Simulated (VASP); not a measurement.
# WSe2 (P6_3/mmc) in VASP: notebook, part 2 of 2

VASP 6.6.1. Earlier steps stand in the parts before.

## Step 3: Electric field gradients, PBEsol (zz strain of -2 %)

INCAR

```
PREC = Accurate
ENCUT = 520
EDIFF = 1E-8
ISMEAR = -1
SIGMA = 0.08
LREAL = False
LASPH = True
NELM = 60
ALGO = Normal
ISIF = 2
LWAVE = False
LCHARG = False
GGA = PS
LEFG = True
NBANDS = 35
```

KPOINTS

```
Automatic mesh
0
Gamma
  11 11 3
```

POSCAR

```
WSe2
1.0
    3.2899984505      0.0000000000      0.0000000000
   -1.6449992252      2.8492222365      0.0000000000
    0.0000000000      0.0000000000     12.7106000000
W Se
2 4
Direct
    0.3333333333      0.6666666667      0.2500000000
    0.6666666667      0.3333333333      0.7500000000
    0.3333333333      0.6666666667      0.6210000000
    0.6666666667      0.3333333333      0.1210000000
    0.3333333333      0.6666666667      0.8790000000
    0.6666666667      0.3333333333      0.3790000000
```

Potentials or basis: VASP PAW PBE potentials, release 64 (W_sv, Se).

Launch:

```sh
cat potpaw_PBE.64/W_sv/POTCAR potpaw_PBE.64/Se/POTCAR > POTCAR
mpirun -np 1 vasp_std > vasp.out
```

OUTCAR:

```text
PREC = Accurate
   ENCUT = 520
   EDIFF = 1E-8
   ISMEAR = -1
   LREAL = False
   LASPH = True
   NELM = 60
   ISIF = 2
   GGA = PS

 ion  position               nearest neighbor table
   1  0.333  0.667  0.250-   4 2.51   6 2.51   4 2.51   6 2.51   4 2.51   6 2.51
   2  0.667  0.333  0.750-   3 2.51   5 2.51   3 2.51   5 2.51   3 2.51   5 2.51
   3  0.333  0.667  0.621-   2 2.51   2 2.51   2 2.51
   4  0.667  0.333  0.121-   1 2.51   1 2.51   1 2.51
   5  0.333  0.667  0.879-   2 2.51   2 2.51   2 2.51
   6  0.667  0.333  0.379-   1 2.51   1 2.51   1 2.51

  LATTYP: Found a hexagonal cell.
 ALAT       =     3.2899984505
 C/A-ratio  =     3.8634060749

  Lattice vectors:

 A1 = (   3.2899984505,   0.0000000000,   0.0000000000)
 A2 = (  -1.6449992252,   2.8492222365,   0.0000000000)
 A3 = (   0.0000000000,   0.0000000000,  12.7106000000)

Analysis of symmetry for initial positions (statically):
=====================================================================
 Subroutine PRICEL returns:
 Original cell was already a primitive cell.

 Routine SETGRP: Setting up the symmetry group for a
 hexagonal supercell.

 Subroutine GETGRP returns: Found 24 space group operations
 (whereof 12 operations were pure point group operations)
 out of a pool of 24 trial point group operations.

The static configuration has the point symmetry D_3d.
 The point group associated with its full space group is D_6h.

Analysis of symmetry for dynamics (positions and initial velocities):
=====================================================================
 Subroutine PRICEL returns:
 Original cell was already a primitive cell.

 Routine SETGRP: Setting up the symmetry group for a
 hexagonal supercell.

 Subroutine GETGRP returns: Found 24 space group operations
 (whereof 12 operations were pure point group operations)
 out of a pool of 24 trial point group operations.

The dynamic configuration has the point symmetry D_3d.
 The point group associated with its full space group is D_6h.

 Subroutine INISYM returns: Found 24 space group operations
 (whereof 12 operations are pure point group operations),
 and found     1 'primitive' translations

----------------------------------------------------------------------------------------

                                     Primitive cell

  volume of cell :     119.1484

  direct lattice vectors                    reciprocal lattice vectors
     3.289998451  0.000000000  0.000000000     0.303951511  0.175486487  0.000000000
    -1.644999225  2.849222237  0.000000000     0.000000000  0.350972973  0.000000000
     0.000000000  0.000000000 12.710600000     0.000000000  0.000000000  0.078674492

  length of vectors
     3.289998451  3.289998450 12.710600000     0.350972973  0.350972973  0.078674492

  position of ions in fractional coordinates (direct lattice)
     0.333333333  0.666666667  0.250000000
     0.666666667  0.333333333  0.750000000
     0.333333333  0.666666667  0.621000000
     0.666666667  0.333333333  0.121000000
[... 100 lines left out ...]
   IALGO  =     38    algorithm
   IMIX   =      4    mixing-type and parameters
     AMIX     =   0.40;   BMIX     =  1.00
     AMIX_MAG =   1.60;   BMIX_MAG =  1.00
  volume/ion in A,a.u.               =      19.86       134.01
  Fermi-wavevector in a.u.,A,eV,Ry     =   1.241786  2.346634 20.980609  1.542031
  Thomas-Fermi vector in A             =   2.376168
   LORBIT       =      0    0 simple, 1 ext, 2 COOP (PROOUT), +10 PAW based schemes
   GGA     = PS    functional components
   LHFCALC =     F    Hartree Fock is set to
   AEXX    =    0.0000 exact exchange contribution
   IVDW    =     0    specifies the selected vdW correction
   LEPSILON=     F    determine dielectric tensor
   LRPA    =     F    only Hartree local field effects (RPA)
 non-spin polarized calculation
  energy-cutoff  :      520.00
  volume of cell :      119.15
 maximum number of plane-waves:      3241
   NGX = 13   NGY = 13   NGZ = 47

 number of electron      51.9999984 magnetization

 Free energy of the ion-electron system (eV)
  ---------------------------------------------------
  ext. energy  EPLUGINS =         0.00000000
  ---------------------------------------------------
  free energy    TOTEN  =       -46.49943817 eV

  energy without entropy =      -46.49927646  energy(sigma->0) =      -46.49935731

 E-fermi :   6.8711     XC(G=0): -11.0108

 val. band max:        6.5066176074   @ k =   0.0000   0.0000   0.0000
 cond. band min:       7.3415669206   @ k =   0.1818   0.1818   0.0000
 fundamental gap:      0.8349493132
 Fermi energy:         6.8711244142

 k-point     1 :       0.0000    0.0000    0.0000
  band No.  band energies     occupation
      1     -67.9037      2.00000
      2     -67.9037      2.00000
      3     -32.1655      2.00000
      4     -32.1654      2.00000
      5     -32.0454      2.00000
      6     -32.0454      2.00000
[... 901 lines left out ...]
     34      10.3213      0.00000
     35      13.2307      0.00000

 [... further k-points ...]
[... 5 lines left out ...]
  --------------------------------------------------------------------------------------
  -------------------------------------------------------------------------------------
  Total        0.6379304      0.6379304      4.3021542      0.0000000      0.0000000     -0.0000000
  in kB        8.5781928      8.5781928     57.8506823      0.0000000      0.0000000     -0.0000000
  external PRESSURE =      25.0023560 kB  Pullay stress =       0.0000000 kB

 VOLUME and BASIS-vectors are now :
 -----------------------------------------------------------------------------
  energy-cutoff  :      520.00
  volume of cell :      119.15
      direct lattice vectors                 reciprocal lattice vectors
     3.289998451  0.000000000  0.000000000     0.303951511  0.175486487  0.000000000
    -1.644999225  2.849222237  0.000000000     0.000000000  0.350972973  0.000000000
     0.000000000  0.000000000 12.710600000     0.000000000  0.000000000  0.078674492

 POSITION                                       TOTAL-FORCE (eV/Angst)
 -----------------------------------------------------------------------------------
     -0.00000      1.89948      3.17765        -0.000000      0.000000     -0.000000
      1.64500      0.94974      9.53295         0.000000     -0.000000     -0.000000
     -0.00000      1.89948      7.89328         0.000000      0.000000     -0.514851
      1.64500      0.94974      1.53798         0.000000      0.000000     -0.514851
     -0.00000      1.89948     11.17262         0.000000     -0.000000      0.514851
      1.64500      0.94974      4.81732        -0.000000     -0.000000      0.514851
 -----------------------------------------------------------------------------------
    total drift:                                0.000000     -0.000000      0.000000

  FREE ENERGIE OF THE ION-ELECTRON SYSTEM (eV)
  ---------------------------------------------------
  free  energy   TOTEN  =       -46.4994381692 eV

  energy  without entropy=      -46.4992764553  energy(sigma->0) =      -46.49935731

 Electric field gradients (V/A^2)
---------------------------------------------------------------------
 ion       V_xx      V_yy      V_zz      V_xy      V_xz      V_yz
---------------------------------------------------------------------
   1      84.715    84.716  -169.432     0.001     0.000     0.000
   2      84.715    84.716  -169.432     0.001     0.000     0.000
   3      43.219    43.219   -86.438    -0.000    -0.000     0.000
   4      43.219    43.219   -86.438    -0.000     0.000    -0.000
   5      43.219    43.219   -86.438    -0.000     0.000    -0.000
   6      43.219    43.219   -86.438    -0.000    -0.000     0.000
---------------------------------------------------------------------

 Electric field gradients after diagonalization (V/A^2)
 (convention: |V_zz| > |V_xx| > |V_yy|)
----------------------------------------------------------------------
 ion       V_xx      V_yy      V_zz     asymmetry (V_yy - V_xx)/ V_zz
----------------------------------------------------------------------
   1      84.717    84.715  -169.432       0.000
   2      84.717    84.715  -169.432       0.000
   3      43.219    43.219   -86.438       0.000
   4      43.219    43.219   -86.438       0.000
   5      43.219    43.219   -86.438       0.000
   6      43.219    43.219   -86.438       0.000
----------------------------------------------------------------------

           NMR quadrupolar parameters

 Cq : quadrupolar parameter    Cq=e*Q*V_zz/h
 eta: asymmetry parameters     (V_yy - V_xx)/ V_zz
 Q  : nuclear electric quadrupole moment in mb (millibarn)
----------------------------------------------------------------------
 ion       Cq(MHz)       eta       Q (mb)
----------------------------------------------------------------------
   1      -0.410       0.000       1.000
   2      -0.410       0.000       1.000
   3      -0.209       0.000       1.000
   4      -0.209       0.000       1.000
   5      -0.209       0.000       1.000
   6      -0.209       0.000       1.000
----------------------------------------------------------------------
```

stdout:

```text
POSCAR found type information on POSCAR W Se
 POSCAR found :  2 types and       6 ions
 scaLAPACK will be used
 -----------------------------------------------------------------------------
|                                                                             |
|                                                                             |
|     You enforced a specific xc type in the INCAR file but a different       |
|     I HOPE YOU KNOW WHAT YOU ARE DOING!                                     |
|                                                                             |
 -----------------------------------------------------------------------------

 LDA part: xc-table for (Slater+PW92), standard interpolation
 POSCAR, INCAR and KPOINTS ok, starting setup
 FFT: planning ... GRIDC
 FFT: planning ... GRID_SOFT
 FFT: planning ... GRID
 WAVECAR not read
 entering main loop
ion   1

ion   2

ion   3

ion   4

ion   5

ion   6
```

It took 72 s on 1 thread of Intel Xeon 6975P-C (Granite Rapids), shared host; peak memory 0.29 GiB.

What came out:

- Free energy: -46.4994 eV
- Pressure: 2.5 GPa
- Largest force: 0.515 eV/Å
- Band gap on the k mesh: 0.83 eV, indirect (least direct gap 1.68 eV)

Forces in eV/Å, atoms in the order of the input:
```
W    0.000  0.000  0.000
W    0.000  0.000  0.000
Se   0.000  0.000 -0.515
Se   0.000  0.000 -0.515
Se   0.000  0.000  0.515
Se   0.000  0.000  0.515
```

Levels at points of the mesh, in eV from the valence-band top:
```csv
k point,band 24,band 25,band 26,band 27,band 28,band 29
"(0.00, 0.00, 0.00)",-1.19,-0.98,0.00,2.50,2.50,2.55
```

Electric field gradients, principal values (V/Å²):
| atom | least | middle | greatest (by size) |
| --- | --- | --- | --- |
| 1 W | 84.715 | 84.717 | -169.432 |
| 2 W | 84.715 | 84.717 | -169.432 |
| 3 Se | 43.219 | 43.219 | -86.438 |
| 4 Se | 43.219 | 43.219 | -86.438 |
| 5 Se | 43.219 | 43.219 | -86.438 |
| 6 Se | 43.219 | 43.219 | -86.438 |

Caveat: the cell differs from its parent crystal (zz strain of -2 %); without QUAD_EFG the Cq values of the log hold for a quadrupole moment of 1 mb, not for the nuclei; the PAW data sets were made with another functional, which shifts forces and pressure a little; spin-orbit coupling is left out, which moves the levels of the heavy elements; this functional lacks dispersion, which binds the layers, so the pressure and a relaxed spacing across them are unreliable. A k mesh can miss the band edges.

## Step 4: Electric field gradients, PBEsol (equal xx and yy strain of -2 %)

INCAR

```
SYSTEM = WSe2
ALGO     = Normal         ! electronic algorithm
EDIFF    = 1E-8           ! SCF threshold, eV
ENCUT    = 520            ! plane-wave cutoff, eV
GGA      = PS             ! functional
ISIF     = 2              ! what is computed and relaxed
ISMEAR   = -1             ! smearing method
LASPH    = .True.         ! aspherical terms in the spheres
LCHARG   = .False.        ! write CHGCAR
LEFG     = .True.       
LREAL    = .False.        ! projectors in reciprocal space
LWAVE    = .False.        ! write WAVECAR
NBANDS   = 35             ! bands
NELM     = 100            ! most SCF steps
PREC     = Accurate       ! precision mode
SIGMA    = 0.08           ! smearing width, eV
```

KPOINTS

```
k-points
0
Gamma
  11 11 3
  0 0 0
```

POSCAR, as its differences from that of step 3:

```diff
@@ -2,5 +2,5 @@
 1.0
-    3.2899984505      0.0000000000      0.0000000000
-   -1.6449992252      2.8492222365      0.0000000000
-    0.0000000000      0.0000000000     12.7106000000
+    3.2241984815      0.0000000000      0.0000000000
+   -1.6120992407      2.7922377918      0.0000000000
+    0.0000000000      0.0000000000     12.9700000000
 W Se
```

Potentials or basis: VASP PAW PBE potentials, release 64 (W_sv, Se).

Launch:

```sh
cat potpaw_PBE.64/W_sv/POTCAR potpaw_PBE.64/Se/POTCAR > POTCAR
mpirun -np 1 vasp_std > vasp.out
```

OUTCAR:

```text
SYSTEM = WSe2
   EDIFF = 1E-8
   ENCUT = 520
   GGA = PS
   ISIF = 2
   ISMEAR = -1
   LASPH = .True.
   LREAL = .False.
   NELM = 100
   PREC = Accurate

 ion  position               nearest neighbor table
   1  0.333  0.667  0.250-   4 2.50   6 2.50   4 2.50   6 2.50   4 2.50   6 2.50
   2  0.667  0.333  0.750-   3 2.50   5 2.50   3 2.50   5 2.50   3 2.50   5 2.50
   3  0.333  0.667  0.621-   2 2.50   2 2.50   2 2.50
   4  0.667  0.333  0.121-   1 2.50   1 2.50   1 2.50
   5  0.333  0.667  0.879-   2 2.50   2 2.50   2 2.50
   6  0.667  0.333  0.379-   1 2.50   1 2.50   1 2.50

  LATTYP: Found a hexagonal cell.
 ALAT       =     3.2241984815
 C/A-ratio  =     4.0227052008

  Lattice vectors:

 A1 = (   3.2241984815,   0.0000000000,   0.0000000000)
 A2 = (  -1.6120992407,   2.7922377918,   0.0000000000)
 A3 = (   0.0000000000,   0.0000000000,  12.9700000000)

Analysis of symmetry for initial positions (statically):
=====================================================================
 Subroutine PRICEL returns:
 Original cell was already a primitive cell.
[... 1128 lines left out ...]
 -----------------------------------------------------------------------------------
    total drift:                               -0.000000      0.000000     -0.000000

  FREE ENERGIE OF THE ION-ELECTRON SYSTEM (eV)
  ---------------------------------------------------
  free  energy   TOTEN  =       -46.4841407452 eV

  energy  without entropy=      -46.4840341730  energy(sigma->0) =      -46.48408746

 Electric field gradients (V/A^2)
---------------------------------------------------------------------
 ion       V_xx      V_yy      V_zz      V_xy      V_xz      V_yz
---------------------------------------------------------------------
   1      72.890    72.891  -145.781     0.001     0.000    -0.000
   2      72.890    72.891  -145.781     0.001    -0.000     0.000
   3      36.464    36.464   -72.929     0.000     0.000    -0.000
   4      36.464    36.464   -72.929     0.000    -0.000     0.000
   5      36.464    36.464   -72.929     0.000    -0.000     0.000
   6      36.464    36.464   -72.929     0.000     0.000    -0.000
---------------------------------------------------------------------

 Electric field gradients after diagonalization (V/A^2)
 (convention: |V_zz| > |V_xx| > |V_yy|)
----------------------------------------------------------------------
 ion       V_xx      V_yy      V_zz     asymmetry (V_yy - V_xx)/ V_zz
----------------------------------------------------------------------
   1      72.891    72.890  -145.781       0.000
   2      72.891    72.890  -145.781       0.000
   3      36.464    36.464   -72.929       0.000
   4      36.464    36.464   -72.929       0.000
   5      36.464    36.464   -72.929       0.000
   6      36.464    36.464   -72.929       0.000
----------------------------------------------------------------------

           NMR quadrupolar parameters

 Cq : quadrupolar parameter    Cq=e*Q*V_zz/h
 eta: asymmetry parameters     (V_yy - V_xx)/ V_zz
 Q  : nuclear electric quadrupole moment in mb (millibarn)
----------------------------------------------------------------------
 ion       Cq(MHz)       eta       Q (mb)
----------------------------------------------------------------------
   1      -0.352       0.000       1.000
   2      -0.352       0.000       1.000
   3      -0.176       0.000       1.000
   4      -0.176       0.000       1.000
   5      -0.176       0.000       1.000
   6      -0.176       0.000       1.000
----------------------------------------------------------------------
```

OSZICAR:

```text
N       E                     dE             d eps       ncg     rms          rms(c)
DAV:   1     0.501642511731E+03    0.50164E+03   -0.27962E+04  2488   0.146E+03
DAV:   2    -0.160862220895E+02   -0.51773E+03   -0.49872E+03  2614   0.397E+02
DAV:   3    -0.476353881184E+02   -0.31549E+02   -0.31022E+02  2735   0.914E+01
DAV:   4    -0.483182168471E+02   -0.68283E+00   -0.67902E+00  2670   0.137E+01
DAV:   5    -0.483266255812E+02   -0.84087E-02   -0.84028E-02  2689   0.168E+00    0.332E+01
DAV:   6    -0.468667385881E+02    0.14599E+01   -0.48321E+00  2543   0.146E+01    0.122E+01
DAV:   7    -0.466439298281E+02    0.22281E+00   -0.23683E+00  2352   0.719E+00    0.560E+00
DAV:   8    -0.464848532310E+02    0.15908E+00   -0.36691E-01  2471   0.409E+00    0.129E+00
DAV:   9    -0.464860404980E+02   -0.11873E-02   -0.53303E-02  2630   0.108E+00    0.900E-01
DAV:  10    -0.464842214803E+02    0.18190E-02   -0.12715E-02  2512   0.764E-01    0.157E-01
DAV:  11    -0.464841838840E+02    0.37596E-04   -0.15984E-03  2469   0.256E-01    0.177E-01
DAV:  12    -0.464841490508E+02    0.34833E-04   -0.52455E-05  2604   0.471E-02    0.112E-01
DAV:  13    -0.464841405950E+02    0.84558E-05   -0.69791E-05  2511   0.518E-02    0.770E-03
DAV:  14    -0.464841407377E+02   -0.14269E-06   -0.43462E-06  2724   0.111E-02    0.815E-03
DAV:  15    -0.464841406946E+02    0.43129E-07   -0.25925E-07  2641   0.286E-03    0.704E-03
DAV:  16    -0.464841407381E+02   -0.43546E-07   -0.15116E-07  2444   0.201E-03    0.210E-03
DAV:  17    -0.464841407452E+02   -0.71095E-08   -0.20441E-08  1816   0.757E-04
   1 F= -.46484141E+02 E0= -.46484087E+02  d E =-.106572E-03
```

It took 58 s on 1 thread of Intel Xeon 6975P-C (Granite Rapids), shared host; peak memory 0.27 GiB.

What came out:

* Free energy: -46.4841 eV
* Pressure: 5.0 GPa
* Largest force: 0.390 eV/Å
* Band gap on the k mesh: 0.93 eV, indirect (least direct gap 1.91 eV)

Forces on the atoms (eV/Å):
```
W    0.000  0.000  0.000
W    0.000  0.000  0.000
Se   0.000  0.000 -0.390
Se   0.000  0.000 -0.390
Se   0.000  0.000  0.390
Se   0.000  0.000  0.390
```

Stress tensor (GPa, compression positive):
```
5.32 0.00 0.00
0.00 5.32 0.00
0.00 0.00 4.38
```

Levels at points of the mesh, in eV from the valence-band top:
```tsv
k point	band 23	band 24	band 25	band 26	band 27	band 28	band 29	band 30
(0.00, 0.00, 0.00)	-1.33	-1.28	-1.13	0.00	2.92	2.92	2.98	2.98
```

Electric field gradients, principal values (V/Å²):
```csv
atom,least,middle,greatest (by size)
1 W,72.890,72.891,-145.781
2 W,72.890,72.891,-145.781
3 Se,36.464,36.464,-72.929
4 Se,36.464,36.464,-72.929
5 Se,36.464,36.464,-72.929
6 Se,36.464,36.464,-72.929
```

Caveat: the cell differs from its parent crystal (equal xx and yy strain of -2 %); without QUAD_EFG the Cq values of the log hold for a quadrupole moment of 1 mb, not for the nuclei; the PAW data sets were made with another functional, which shifts forces and pressure a little; spin-orbit coupling is left out, which moves the levels of the heavy elements; this functional lacks dispersion, which binds the layers, so the pressure and a relaxed spacing across them are unreliable. A k mesh can miss the band edges.

## Step 5: Summary

| cell | gap on the mesh (eV) | pressure (GPa) | largest force (eV/Å) |
| --- | --- | --- | --- |
| a = 3.355, b = 3.355, c = 13.224 Å, angles 90.0, 90.0, 120.0°, 6 atoms | 0.95 | -8.0 | 0.96 |
| a = 3.290, b = 3.290, c = 12.711 Å, angles 90.0, 90.0, 120.0°, 6 atoms | 0.83 | 2.5 | 0.51 |
| a = 3.224, b = 3.224, c = 12.970 Å, angles 90.0, 90.0, 120.0°, 6 atoms | 0.93 | 5.0 | 0.39 |

Alike in all rows: task electric field gradients; level PBEsol; potentials or basis VASP PAW PBE potentials, release 64 (W_sv, Se); no spin polarisation; k mesh 11 × 11 × 3; cutoff (eV) 520; smearing fermi-dirac 0.08 eV.

Caveats: the PAW data sets were made with another functional, which shifts forces and pressure a little; spin-orbit coupling is left out, which moves the levels of the heavy elements; this functional lacks dispersion, which binds the layers, so the pressure and a relaxed spacing across them are unreliable.

Total energies depend on the potentials used, so only differences within one code and one set of settings carry meaning.
